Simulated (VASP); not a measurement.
# CsH (Pm-3m) in VASP: notebook

CsH is run at these levels: r2SCAN; tasks: electric field gradients.

Program: VASP 6.6.1. These are calculated values, not measurements. Logs are shortened: lines on timing, memory, paths and dates and some standing lists are left out, and cuts for length are marked.

**1. The cell of the first run**

The structure is cubic, space group Pm-3m (No. 221). Conventional cell: a = 3.767 Å, b = 3.767 Å, c = 3.767 Å, α = 90.00°, β = 90.00°, γ = 90.00°. Cs (site symmetry m-3m) has 8 H at 3.26 Å and 6 Cs at 3.77 Å within 4.3 Å. Within 4.3 Å of H (site symmetry m-3m) lie 8 Cs at 3.26 Å and 6 H at 3.77 Å.

**2. Electric field gradients, r2SCAN (26.72 Å³/atom)**

Input file POSCAR:

```
CsH
1.0
    3.7668020984      0.0000000000      0.0000000000
    0.0000000000      3.7668020984      0.0000000000
    0.0000000000      0.0000000000      3.7668020984
Cs H
1 1
Direct
    0.0000000000      0.0000000000      0.0000000000
    0.5000000000      0.5000000000      0.5000000000
```

Input file INCAR.step1:

```
PREC = Accurate
ENCUT = 520
ISMEAR = -1
SIGMA = 0.01
LREAL = False
LASPH = True
NELM = 60
NBANDS = 12
GGA = PE
ALGO = Normal
EDIFF = 1E-4
LWAVE = True
LCHARG = False
```

Input file INCAR.step2:

```
PREC = Accurate
ENCUT = 520
EDIFF = 1E-8
ISMEAR = -1
SIGMA = 0.01
LREAL = False
LASPH = True
NELM = 60
ALGO = Normal
ISIF = 2
LWAVE = False
LCHARG = False
METAGGA = R2SCAN
LMIXTAU = True
LEFG = True
NBANDS = 12
ISTART = 1
```

Input file KPOINTS:

```
Automatic mesh
0
Gamma
  8 8 8
```

Potentials or basis: VASP PAW PBE potentials, release 64 (Cs_sv, H).

Launch:

```bash
$ cat potpaw_PBE.64/Cs_sv/POTCAR potpaw_PBE.64/H/POTCAR > POTCAR
$ cp INCAR.step1 INCAR
$ mpirun -np 1 vasp_std > vasp.out
$ cp INCAR.step2 INCAR
$ mpirun -np 1 vasp_std > vasp.out
```

OUTCAR:

```text
PREC = Accurate
   ENCUT = 520
   EDIFF = 1E-8
   ISMEAR = -1
   LREAL = False
   LASPH = True
   NELM = 60
   ISIF = 2
   METAGGA = R2SCAN
   ISTART = 1

 ion  position               nearest neighbor table
   1  0.000  0.000  0.000-
   2  0.500  0.500  0.500-

  LATTYP: Found a simple cubic cell.
 ALAT       =     3.7668020984

  Lattice vectors:

 A1 = (   3.7668020984,   0.0000000000,   0.0000000000)
 A2 = (   0.0000000000,   3.7668020984,   0.0000000000)
 A3 = (   0.0000000000,   0.0000000000,   3.7668020984)

Analysis of symmetry for initial positions (statically):
=====================================================================
 Subroutine PRICEL returns:
 Original cell was already a primitive cell.

 Routine SETGRP: Setting up the symmetry group for a
 simple cubic supercell.

 Subroutine GETGRP returns: Found 48 space group operations
 (whereof 48 operations were pure point group operations)
 out of a pool of 48 trial point group operations.

The static configuration has the point symmetry O_h .

Analysis of symmetry for dynamics (positions and initial velocities):
=====================================================================
 Subroutine PRICEL returns:
 Original cell was already a primitive cell.

 Routine SETGRP: Setting up the symmetry group for a
 simple cubic supercell.

 Subroutine GETGRP returns: Found 48 space group operations
 (whereof 48 operations were pure point group operations)
 out of a pool of 48 trial point group operations.

The dynamic configuration has the point symmetry O_h .

 Subroutine INISYM returns: Found 48 space group operations
 (whereof 48 operations are pure point group operations),
 and found     1 'primitive' translations

----------------------------------------------------------------------------------------

                                     Primitive cell

  volume of cell :      53.4464

  direct lattice vectors                    reciprocal lattice vectors
     3.766802098  0.000000000  0.000000000     0.265477180  0.000000000  0.000000000
     0.000000000  3.766802098  0.000000000     0.000000000  0.265477180  0.000000000
     0.000000000  0.000000000  3.766802098     0.000000000  0.000000000  0.265477180

  length of vectors
     3.766802098  3.766802098  3.766802098     0.265477180  0.265477180  0.265477180

[... 131 lines left out ...]
 fundamental gap:      3.1341770827
 Fermi energy:         0.8595492603

 k-point     1 :       0.0000    0.0000    0.0000
  band No.  band energies     occupation
      1     -21.8301      2.00000
      2      -7.4371      2.00000
      3      -7.4371      2.00000
      4      -7.4371      2.00000
      5      -1.2962      2.00000
      6       4.4393      0.00000
      7       4.4393      0.00000
      8       8.9562      0.00000
      9      10.8616      0.00000
     10      10.8616      0.00000
     11      10.8616      0.00000
     12      12.0111      0.00000
[... 331 lines left out ...]
 k-point    24 :       0.5000    0.3750    0.1250
  band No.  band energies     occupation
      1     -21.4671      2.00000
      2      -8.7823      2.00000
      3      -8.5385      2.00000
      4      -7.3697      2.00000
      5      -0.4021      2.00000
      6       5.9170      0.00000
      7       5.9983      0.00000
      8       7.0021      0.00000
      9       7.6899      0.00000
     10       9.6435      0.00000
     11      10.1680      0.00000
     12      12.6507      0.00000

 [... further k-points ...]

------------------------ aborting loop because EDIFF is reached ----------------------------------------

  FORCE on cell =-STRESS in cart. coord.  units (eV):
  Direction    XX          YY          ZZ          XY          YZ          ZX
  --------------------------------------------------------------------------------------
  -------------------------------------------------------------------------------------
  Total        0.2139123      0.2139123      0.2139123      0.0000000      0.0000000      0.0000000
  in kB        6.4125077      6.4125077      6.4125077      0.0000000      0.0000000      0.0000000
  external PRESSURE =       6.4125077 kB  Pullay stress =       0.0000000 kB

 VOLUME and BASIS-vectors are now :
 -----------------------------------------------------------------------------
  energy-cutoff  :      520.00
  volume of cell :       53.45
      direct lattice vectors                 reciprocal lattice vectors
     3.766802098  0.000000000  0.000000000     0.265477180  0.000000000  0.000000000
     0.000000000  3.766802098  0.000000000     0.000000000  0.265477180  0.000000000
     0.000000000  0.000000000  3.766802098     0.000000000  0.000000000  0.265477180

 POSITION                                       TOTAL-FORCE (eV/Angst)
 -----------------------------------------------------------------------------------
      0.00000      0.00000      0.00000         0.000000      0.000000      0.000000
      1.88340      1.88340      1.88340         0.000000      0.000000      0.000000
 -----------------------------------------------------------------------------------
    total drift:                               -0.000000      0.000000      0.000000

  FREE ENERGIE OF THE ION-ELECTRON SYSTEM (eV)
  ---------------------------------------------------
  free  energy   TOTEN  =       -28.9517464391 eV

  energy  without entropy=      -28.9517464391  energy(sigma->0) =      -28.95174644

 Electric field gradients (V/A^2)
---------------------------------------------------------------------
 ion       V_xx      V_yy      V_zz      V_xy      V_xz      V_yz
---------------------------------------------------------------------
   1      -0.000    -0.000     0.000     0.000     0.000     0.000
   2       0.000    -0.000     0.000    -0.000    -0.000    -0.000
---------------------------------------------------------------------

 Electric field gradients after diagonalization (V/A^2)
 (convention: |V_zz| > |V_xx| > |V_yy|)
----------------------------------------------------------------------
 ion       V_xx      V_yy      V_zz     asymmetry (V_yy - V_xx)/ V_zz
----------------------------------------------------------------------
   1      -0.000    -0.000     0.000       0.054
   2       0.000    -0.000     0.000      -0.911
----------------------------------------------------------------------

           NMR quadrupolar parameters

 Cq : quadrupolar parameter    Cq=e*Q*V_zz/h
 eta: asymmetry parameters     (V_yy - V_xx)/ V_zz
 Q  : nuclear electric quadrupole moment in mb (millibarn)
----------------------------------------------------------------------
 ion       Cq(MHz)       eta       Q (mb)
----------------------------------------------------------------------
   1       0.000       0.054       1.000
   2       0.000      -0.911       1.000
----------------------------------------------------------------------
```

OUTCAR.step1:

```text
PREC = Accurate
   ENCUT = 520
   ISMEAR = -1
   LREAL = False
   LASPH = True
[... 580 lines left out ...]
      0.00000      0.00000      0.00000         0.000000      0.000000      0.000000
      1.88340      1.88340      1.88340         0.000000      0.000000      0.000000
 -----------------------------------------------------------------------------------
    total drift:                                0.000000      0.000000      0.000000

  FREE ENERGIE OF THE ION-ELECTRON SYSTEM (eV)
  ---------------------------------------------------
  free  energy   TOTEN  =        -4.4349375599 eV

  energy  without entropy=       -4.4349375599  energy(sigma->0) =       -4.43493756
```

Run time: 36 s. Hardware: 1 thread of Intel Xeon 6975P-C (Granite Rapids), shared host; peak memory 0.17 GiB.

Results:

```
Free energy                             : -28.9517 eV
Pressure                                : 0.6 GPa
Band gap on the k mesh                  : 3.13 eV
Largest electric field gradient by atom : zero within the noise of the run
```

Caveat: the PAW data sets were made with another functional, which shifts forces and pressure a little; spin-orbit coupling is left out, which moves the levels of the heavy elements.

(Part 1 of 2 ends here.)
